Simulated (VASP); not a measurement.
# SiO2 (P4_2/mnm) in VASP: notebook

SiO2 is run at these levels: LDA; tasks: single point.

All numbers are computed with VASP 6.6.1; they aren't measurements. Logs are shortened: lines on timing, memory, paths and dates and some standing lists are left out, and cuts for length are marked.

**1. The cell of the first run**

It takes space group P4_2/mnm (No. 136, tetragonal). The conventional cell has a = 4.552 Å, b = 4.552 Å, c = 2.430 Å, α = 90.00°, β = 90.00°, γ = 90.00°. Within 2.3 Å of Si (site symmetry mmm) lie 6 O at 1.74 to 1.97 Å. Within 2.3 Å of O (site symmetry m2m) lie 3 Si at 1.74 to 1.97 Å.

**2. Single point, LDA (8.39 Å³/atom)**

The input, INCAR:

```
SYSTEM = SiO2
  PREC = Accurate
  ENCUT = 910
  EDIFF = 1E-6
  ISMEAR = 0
  SIGMA = 0.05
  LREAL = .FALSE.
  LASPH = .TRUE.
  NELM = 120
  ALGO = Normal
  ISIF = 2
  LWAVE = .FALSE.
  LCHARG = .FALSE.
  GGA = CA
  NBANDS = 25
  GGA_COMPAT = .FALSE.
```

The input, KPOINTS:

```
Automatic mesh
0
G
  6 6 10
  0 0 0
```

The input, POSCAR:

```
SiO2
1.0
    4.5520062625      0.0000000000      0.0000000000
    0.0000000000      4.5520062625      0.0000000000
    0.0000000000      0.0000000000      2.4303161436
Si O
2 4
Direct
    0.5000000000      0.5000000000      0.5000000000
    0.0000000000      0.0000000000      0.0000000000
    0.6944252994      0.6944252994      0.0000000000
    0.1944252994      0.8055747006      0.5000000000
    0.3055747006      0.3055747006      0.0000000000
    0.8055747006      0.1944252994      0.5000000000
```

Potentials or basis: VASP PAW LDA potentials, release 64 (Si, O_h).

Launch:

```sh
$ cat potpaw_LDA.64/Si/POTCAR potpaw_LDA.64/O_h/POTCAR > POTCAR
$ mpirun -np 1 vasp_std > vasp.out
```

OUTCAR:

```text
SYSTEM = SiO2
   PREC = Accurate
   ENCUT = 910
   EDIFF = 1E-6
   ISMEAR = 0
   LREAL = .FALSE.
   LASPH = .TRUE.
   NELM = 120
   ISIF = 2
   GGA = CA

 ion  position               nearest neighbor table
   1  0.500  0.500  0.500-   3 1.74   5 1.74   3 1.74   5 1.74   4 1.97   6 1.97
   2  0.000  0.000  0.000-   4 1.74   6 1.74   4 1.74   6 1.74   5 1.97   3 1.97
   3  0.694  0.694  0.000-   1 1.74   1 1.74   2 1.97
   4  0.194  0.806  0.500-   2 1.74   2 1.74   1 1.97
   5  0.306  0.306  0.000-   1 1.74   1 1.74   2 1.97
   6  0.806  0.194  0.500-   2 1.74   2 1.74   1 1.97

  LATTYP: Found a simple tetragonal cell.
 ALAT       =     4.5520062625
 C/A-ratio  =     0.5339000000

  Lattice vectors:

 A1 = (   4.5520062625,   0.0000000000,   0.0000000000)
 A2 = (   0.0000000000,   4.5520062625,   0.0000000000)
 A3 = (   0.0000000000,   0.0000000000,   2.4303161436)

Analysis of symmetry for initial positions (statically):
=====================================================================
 Subroutine PRICEL returns:
 Original cell was already a primitive cell.

 Routine SETGRP: Setting up the symmetry group for a
 simple tetragonal supercell.

 Subroutine GETGRP returns: Found 16 space group operations
 (whereof  8 operations were pure point group operations)
 out of a pool of 16 trial point group operations.

The static configuration has the point symmetry D_2h.
 The point group associated with its full space group is D_4h.

Analysis of symmetry for dynamics (positions and initial velocities):
=====================================================================
 Subroutine PRICEL returns:
 Original cell was already a primitive cell.

 Routine SETGRP: Setting up the symmetry group for a
 simple tetragonal supercell.

 Subroutine GETGRP returns: Found 16 space group operations
 (whereof  8 operations were pure point group operations)
 out of a pool of 16 trial point group operations.

The dynamic configuration has the point symmetry D_2h.
 The point group associated with its full space group is D_4h.

 Subroutine INISYM returns: Found 16 space group operations
 (whereof  8 operations are pure point group operations),
 and found     1 'primitive' translations

----------------------------------------------------------------------------------------

                                     Primitive cell
[... 95 lines left out ...]
   LSORBIT =      F    spin-orbit coupling
   LASPH  =      T    aspherical Exc in radial PAW
   ENCUT  =  910.0 eV  66.88 Ry    8.18 a.u.  11.20 11.20  5.98*2*pi/ulx,y,z
   NELM   =    120;   NELMIN=  2; NELMDL= -5     # of ELM steps
   EDIFF  = 0.1E-05   stopping-criterion for ELM
   LREAL  =      F    real-space projection
   EDIFFG = 0.1E-04   stopping-criterion for IOM
   NSW    =      0    number of steps for IOM
   IBRION =     -1    ionic relax: 0-MD 1-quasi-New 2-CG
   NFREE  =      0    steps in history (QN), initial steepest desc. (CG)
   ISIF   =      2    stress and relaxation
   ISYM   =      2    0-nonsym 1-usesym 2-fastsym
   POTIM  = 0.5000    time-step for ionic-motion
   TEBEG  =    0.0;   TEEND  =   0.0 temperature during run
   PSTRESS=    0.0 pullay stress
   NELECT =      32.0000    total number of electrons
   NUPDOWN=      -1.0000    fix difference up-down
   EMIN   =  10.00;   EMAX   =-10.00  energy-range for DOS
   EFERMI =   0.00;   METHOD = LEGACY
   ISMEAR =     0;   SIGMA  =   0.05  broadening in eV -4-tet -1-fermi 0-gaus
   EFERMI_NEDOS =   21; number of points for ismear=-14 and -15
   IALGO  =     38    algorithm
   IMIX   =      4    mixing-type and parameters
     AMIX     =   0.40;   BMIX     =  1.00
     AMIX_MAG =   1.60;   BMIX_MAG =  1.00
  volume/ion in A,a.u.               =       8.39        56.64
  Fermi-wavevector in a.u.,A,eV,Ry     =   1.407458  2.659709 26.952284  1.980937
  Thomas-Fermi vector in A             =   2.529715
   LORBIT       =      0    0 simple, 1 ext, 2 COOP (PROOUT), +10 PAW based schemes
   GGA     = CA    functional components
   LHFCALC =     F    Hartree Fock is set to
   AEXX    =    0.0000 exact exchange contribution
   IVDW    =     0    specifies the selected vdW correction
   LEPSILON=     F    determine dielectric tensor
   LRPA    =     F    only Hartree local field effects (RPA)
 non-spin polarized calculation
 Gauss-broadening in eV      SIGMA  =   0.05
  energy-cutoff  :      910.00
  volume of cell :       50.36
 maximum number of plane-waves:      3172
 NGX is ok and might be reduce to    48
   NGX = 23   NGY = 23   NGZ = 11

 number of electron      31.9999991 magnetization

 Free energy of the ion-electron system (eV)
  ---------------------------------------------------
  ext. energy  EPLUGINS =         0.00000000
  ---------------------------------------------------
  free energy    TOTEN  =       -50.28856039 eV

  energy without entropy =      -50.28856039  energy(sigma->0) =      -50.28856039

 E-fermi :   7.3757     XC(G=0): -12.2839

 val. band max:        7.1339519991   @ k =   0.0000   0.0000   0.0000
 cond. band min:      11.4779484329   @ k =   0.0000   0.0000   0.0000
 fundamental gap:      4.3439964338
 Fermi energy:         7.3756677484

 k-point     1 :       0.0000    0.0000    0.0000
  band No.  band energies     occupation
      1     -14.3457      2.00000
      2     -11.4698      2.00000
      3     -11.3704      2.00000
      4     -11.3704      2.00000
      5      -3.1795      2.00000
      6       0.5784      2.00000
[... 661 lines left out ...]
     24      20.7103      0.00000
     25      21.6326      0.00000

 [... further k-points ...]
[... 5 lines left out ...]
  --------------------------------------------------------------------------------------
  -------------------------------------------------------------------------------------
  Total      -12.6202092    -12.6202092     14.0288809     -0.0000000      0.0000000      0.0000000
  in kB     -401.5213677   -401.5213677    446.3393089     -0.0000000      0.0000000      0.0000000
  external PRESSURE =    -118.9011422 kB  Pullay stress =       0.0000000 kB

 VOLUME and BASIS-vectors are now :
 -----------------------------------------------------------------------------
  energy-cutoff  :      910.00
  volume of cell :       50.36
      direct lattice vectors                 reciprocal lattice vectors
     4.552006262  0.000000000  0.000000000     0.219683353  0.000000000  0.000000000
     0.000000000  4.552006262  0.000000000     0.000000000  0.219683353  0.000000000
     0.000000000  0.000000000  2.430316144     0.000000000  0.000000000  0.411469102

 POSITION                                       TOTAL-FORCE (eV/Angst)
 -----------------------------------------------------------------------------------
      2.27600      2.27600      1.21516        -0.000000     -0.000000      0.000000
      0.00000      0.00000      0.00000        -0.000000     -0.000000      0.000000
      3.16103      3.16103      0.00000        -1.553042     -1.553042     -0.000000
      0.88503      3.66698      1.21516        -1.553042      1.553042      0.000000
      1.39098      1.39098      0.00000         1.553042      1.553042      0.000000
      3.66698      0.88503      1.21516         1.553042     -1.553042     -0.000000
 -----------------------------------------------------------------------------------
    total drift:                                0.000000      0.000000      0.000000

  FREE ENERGIE OF THE ION-ELECTRON SYSTEM (eV)
  ---------------------------------------------------
  free  energy   TOTEN  =       -50.2885603902 eV

  energy  without entropy=      -50.2885603902  energy(sigma->0) =      -50.28856039
```

OSZICAR:

```text
N       E                     dE             d eps       ncg     rms          rms(c)
DAV:   1     0.244948715798E+03    0.24495E+03   -0.23904E+04  3000   0.192E+03
DAV:   2    -0.333850622338E+02   -0.27833E+03   -0.25956E+03  4161   0.351E+02
DAV:   3    -0.546652534294E+02   -0.21280E+02   -0.21061E+02  3965   0.972E+01
DAV:   4    -0.549673317029E+02   -0.30208E+00   -0.30140E+00  3832   0.122E+01
DAV:   5    -0.549732696409E+02   -0.59379E-02   -0.59340E-02  3897   0.165E+00    0.173E+01
DAV:   6    -0.503997712760E+02    0.45735E+01   -0.12343E+01  3832   0.236E+01    0.814E+00
DAV:   7    -0.503364939633E+02    0.63277E-01   -0.62502E-01  3781   0.504E+00    0.300E+00
DAV:   8    -0.502946429287E+02    0.41851E-01   -0.30025E-02  3861   0.179E+00    0.104E+00
DAV:   9    -0.502885795697E+02    0.60634E-02   -0.73040E-03  3782   0.832E-01    0.220E-01
DAV:  10    -0.502886062569E+02   -0.26687E-04   -0.10568E-03  3988   0.243E-01    0.811E-02
DAV:  11    -0.502885597789E+02    0.46478E-04   -0.18187E-04  3923   0.106E-01    0.375E-02
DAV:  12    -0.502885603902E+02   -0.61131E-06   -0.88838E-06  4005   0.205E-02
   1 F= -.50288560E+02 E0= -.50288560E+02  d E =-.576174E-14
```

It took 76 s on 1 thread of AMD EPYC 9R45 (Zen 5), shared host; peak memory 0.23 GiB.

What came out:

```yaml
Free_energy: -50.2886 eV
Pressure: -11.9 GPa
Largest_force: 2.196 eV/Å
Band_gap_on_the_k_mesh: 4.34 eV
```

Forces on the atoms (eV/Å):
```
Si   0.000  0.000  0.000
Si   0.000  0.000  0.000
O   -1.553 -1.553  0.000
O   -1.553  1.553  0.000
O    1.553  1.553  0.000
O    1.553 -1.553  0.000
```

Stress tensor (GPa, compression positive):
```
-40.15   0.00   0.00
  0.00 -40.15   0.00
  0.00   0.00  44.63
```

Levels at points of the mesh, in eV from the valence-band top:
| k point | band 14 | band 15 | band 16 | band 17 | band 18 | band 19 |
| --- | --- | --- | --- | --- | --- | --- |
| (0.00, 0.00, 0.00) | -0.93 | -0.93 | 0.00 | 4.34 | 9.16 | 9.16 |
| (0.50, 0.00, 0.00) | -1.19 | -1.14 | -1.14 | 6.83 | 6.83 | 10.01 |
| (0.50, 0.50, 0.00) | -1.87 | -1.49 | -1.49 | 7.41 | 7.41 | 9.92 |
| (0.00, 0.00, 0.50) | -2.10 | -1.97 | -1.97 | 7.71 | 7.71 | 10.54 |
| (0.50, 0.00, 0.50) | -2.02 | -1.25 | -1.25 | 7.57 | 7.57 | 7.74 |
| (0.50, 0.50, 0.50) | -1.62 | -1.09 | -1.09 | 5.77 | 5.77 | 9.77 |

Caveat: the cutoff is under 1.25 times the usual one of these potentials, so pressure, stress and relaxed cells hold a basis-set (Pulay) error; the cell stands under tension; forces of over 1 eV/Å act on the atoms, so gaps and moduli don't describe the material at rest.

**3. Single point, LDA (7.90 Å³/atom)**

This run uses another cell than the first one, of 7.90 Å³/atom.

The input, INCAR:

```
PREC = Accurate ; ENCUT = 910
EDIFF = 1E-6 ; ISMEAR = 0
SIGMA = 0.05 ; LREAL = F
LASPH = T ; NELM = 120
ALGO = Normal ; ISIF = 2
LWAVE = F ; LCHARG = T
LELF = T ; LVHAR = T
NBANDS = 25 ; GGA_COMPAT = F
```

The input, KPOINTS:

```
regular mesh
0
Gamma
  6 6 10
```

Changes to POSCAR since step 2:

```diff
@@ -2,5 +2,5 @@
 1.0
-    4.5520062625      0.0000000000      0.0000000000
-    0.0000000000      4.5520062625      0.0000000000
-    0.0000000000      0.0000000000      2.4303161436
+    4.3021659186      0.0000000000      0.0000000000
+    0.0000000000      4.3021659186      0.0000000000
+    0.0000000000      0.0000000000      2.5619398045
 Si O
```

Potentials or basis: VASP PAW LDA potentials, release 64 (Si, O_h).

Launch:

```sh
$ cat potpaw_LDA.64/Si/POTCAR potpaw_LDA.64/O_h/POTCAR > POTCAR
$ mpirun -np 1 vasp_std > vasp.out
```

OUTCAR:

```text
PREC = Accurate
   ENCUT = 910
   EDIFF = 1E-6
   ISMEAR = 0
   LREAL = F
   LASPH = T
   NELM = 120
   ISIF = 2

 ion  position               nearest neighbor table
   1  0.500  0.500  0.500-   3 1.74   5 1.74   3 1.74   5 1.74   4 1.86   6 1.86
   2  0.000  0.000  0.000-   4 1.74   6 1.74   4 1.74   6 1.74   5 1.86   3 1.86
   3  0.694  0.694  0.000-   1 1.74   1 1.74   2 1.86
   4  0.194  0.806  0.500-   2 1.74   2 1.74   1 1.86
   5  0.306  0.306  0.000-   1 1.74   1 1.74   2 1.86
   6  0.806  0.194  0.500-   2 1.74   2 1.74   1 1.86

  LATTYP: Found a simple tetragonal cell.
 ALAT       =     4.3021659186
 C/A-ratio  =     0.5955000000

  Lattice vectors:

 A1 = (   4.3021659186,   0.0000000000,   0.0000000000)
 A2 = (   0.0000000000,   4.3021659186,   0.0000000000)
 A3 = (   0.0000000000,   0.0000000000,   2.5619398045)

Analysis of symmetry for initial positions (statically):
=====================================================================
 Subroutine PRICEL returns:
 Original cell was already a primitive cell.

 Routine SETGRP: Setting up the symmetry group for a
 simple tetragonal supercell.

 Subroutine GETGRP returns: Found 16 space group operations
 (whereof  8 operations were pure point group operations)
 out of a pool of 16 trial point group operations.

The static configuration has the point symmetry D_2h.
 The point group associated with its full space group is D_4h.

Analysis of symmetry for dynamics (positions and initial velocities):
=====================================================================
 Subroutine PRICEL returns:
 Original cell was already a primitive cell.

 Routine SETGRP: Setting up the symmetry group for a
 simple tetragonal supercell.

 Subroutine GETGRP returns: Found 16 space group operations
 (whereof  8 operations were pure point group operations)
 out of a pool of 16 trial point group operations.

[... 123 lines left out ...]
   EFERMI =   0.00;   METHOD = LEGACY
   ISMEAR =     0;   SIGMA  =   0.05  broadening in eV -4-tet -1-fermi 0-gaus
   EFERMI_NEDOS =   21; number of points for ismear=-14 and -15
   IALGO  =     38    algorithm
   IMIX   =      4    mixing-type and parameters
     AMIX     =   0.40;   BMIX     =  1.00
     AMIX_MAG =   1.60;   BMIX_MAG =  1.00
  volume/ion in A,a.u.               =       7.90        53.33
  Fermi-wavevector in a.u.,A,eV,Ry     =   1.435965  2.713580 28.055138  2.061994
  Thomas-Fermi vector in A             =   2.555205
   LORBIT       =      0    0 simple, 1 ext, 2 COOP (PROOUT), +10 PAW based schemes
   GGA     = CA    functional components
   LHFCALC =     F    Hartree Fock is set to
   AEXX    =    0.0000 exact exchange contribution
   IVDW    =     0    specifies the selected vdW correction
   LEPSILON=     F    determine dielectric tensor
   LRPA    =     F    only Hartree local field effects (RPA)
 non-spin polarized calculation
 Gauss-broadening in eV      SIGMA  =   0.05
  energy-cutoff  :      910.00
  volume of cell :       47.42
 maximum number of plane-waves:      3009
   NGX = 21   NGY = 21   NGZ = 13

 number of electron      32.0000000 magnetization

 Free energy of the ion-electron system (eV)
  ---------------------------------------------------
  ext. energy  EPLUGINS =         0.00000000
  ---------------------------------------------------
  free energy    TOTEN  =       -51.77238611 eV

  energy without entropy =      -51.77238611  energy(sigma->0) =      -51.77238611

 E-fermi :   8.5593     XC(G=0): -12.6267

 val. band max:        8.3491661239   @ k =   0.0000   0.0000   0.0000
 cond. band min:      13.7915603328   @ k =   0.0000   0.0000   0.0000
 fundamental gap:      5.4423942089
 Fermi energy:         8.5593454664

 k-point     1 :       0.0000    0.0000    0.0000
  band No.  band energies     occupation
      1     -13.8655      2.00000
      2     -10.3759      2.00000
      3     -10.3759      2.00000
      4     -10.2546      2.00000
      5      -2.4453      2.00000
      6       1.6464      2.00000
[... 661 lines left out ...]
     24      21.4057      0.00000
     25      22.1937      0.00000

 [... further k-points ...]
[... 5 lines left out ...]
  --------------------------------------------------------------------------------------
  -------------------------------------------------------------------------------------
  Total       -4.9913509     -4.9913509      5.1610050     -0.0000000      0.0000000      0.0000000
  in kB     -168.6496525   -168.6496525    174.3819907     -0.0000000      0.0000000      0.0000000
  external PRESSURE =     -54.3057714 kB  Pullay stress =       0.0000000 kB

 VOLUME and BASIS-vectors are now :
 -----------------------------------------------------------------------------
  energy-cutoff  :      910.00
  volume of cell :       47.42
      direct lattice vectors                 reciprocal lattice vectors
     4.302165919  0.000000000  0.000000000     0.232441059  0.000000000  0.000000000
     0.000000000  4.302165919  0.000000000     0.000000000  0.232441059  0.000000000
     0.000000000  0.000000000  2.561939805     0.000000000  0.000000000  0.390329233

 POSITION                                       TOTAL-FORCE (eV/Angst)
 -----------------------------------------------------------------------------------
      2.15108      2.15108      1.28097        -0.000000     -0.000000      0.000000
      0.00000      0.00000      0.00000        -0.000000     -0.000000      0.000000
      2.98753      2.98753      0.00000        -0.483057     -0.483057     -0.000000
      0.83645      3.46572      1.28097        -0.483057      0.483057      0.000000
      1.31463      1.31463      0.00000         0.483057      0.483057      0.000000
      3.46572      0.83645      1.28097         0.483057     -0.483057     -0.000000
 -----------------------------------------------------------------------------------
    total drift:                                0.000000     -0.000000      0.000000

  FREE ENERGIE OF THE ION-ELECTRON SYSTEM (eV)
  ---------------------------------------------------
  free  energy   TOTEN  =       -51.7723861102 eV

  energy  without entropy=      -51.7723861102  energy(sigma->0) =      -51.77238611
```

OSZICAR:

```text
N       E                     dE             d eps       ncg     rms          rms(c)
DAV:   1     0.240449780302E+03    0.24045E+03   -0.24326E+04  3000   0.194E+03
DAV:   2    -0.367801348910E+02   -0.27723E+03   -0.26069E+03  4270   0.354E+02
DAV:   3    -0.562419680547E+02   -0.19462E+02   -0.19302E+02  3976   0.937E+01
DAV:   4    -0.564907442319E+02   -0.24878E+00   -0.24840E+00  3835   0.111E+01
DAV:   5    -0.564956548352E+02   -0.49106E-02   -0.49069E-02  3985   0.150E+00    0.179E+01
DAV:   6    -0.518605514566E+02    0.46351E+01   -0.12778E+01  3992   0.238E+01    0.851E+00
DAV:   7    -0.518113617064E+02    0.49190E-01   -0.74453E-01  3799   0.509E+00    0.302E+00
DAV:   8    -0.517780196946E+02    0.33342E-01   -0.29362E-02  3979   0.181E+00    0.109E+00
DAV:   9    -0.517723840126E+02    0.56357E-02   -0.57353E-03  3899   0.762E-01    0.203E-01
DAV:  10    -0.517724156982E+02   -0.31686E-04   -0.72425E-04  3993   0.198E-01    0.834E-02
DAV:  11    -0.517723878322E+02    0.27866E-04   -0.73705E-05  3846   0.680E-02    0.365E-02
DAV:  12    -0.517723860346E+02    0.17976E-05   -0.13231E-05  3949   0.242E-02    0.108E-02
DAV:  13    -0.517723861102E+02   -0.75588E-07   -0.57791E-07  2619   0.636E-03
   1 F= -.51772386E+02 E0= -.51772386E+02  d E =-.165977E-11
```

It took 2.6 min on 1 thread of Intel Xeon Platinum 8375C at 2.90GHz (Ice Lake), shared host; peak memory 0.25 GiB.

What came out:

| Item | Value |
| --- | --- |
| Free energy | -51.7724 eV |
| Pressure | -5.4 GPa |
| Largest force | 0.683 eV/Å |
| Band gap on the k mesh | 5.44 eV |

Forces in eV/Å, atoms in the order of the input:
```
Si   0.000  0.000  0.000
Si   0.000  0.000  0.000
O   -0.483 -0.483  0.000
O   -0.483  0.483  0.000
O    0.483  0.483  0.000
O    0.483 -0.483  0.000
```

Stress tensor (GPa, compression positive):
```
-16.86   0.00   0.00
  0.00 -16.86   0.00
  0.00   0.00  17.44
```

Caveat: the cutoff is under 1.25 times the usual one of these potentials, so pressure, stress and relaxed cells hold a basis-set (Pulay) error; the cell stands under tension.

[end of part 1 of 2]
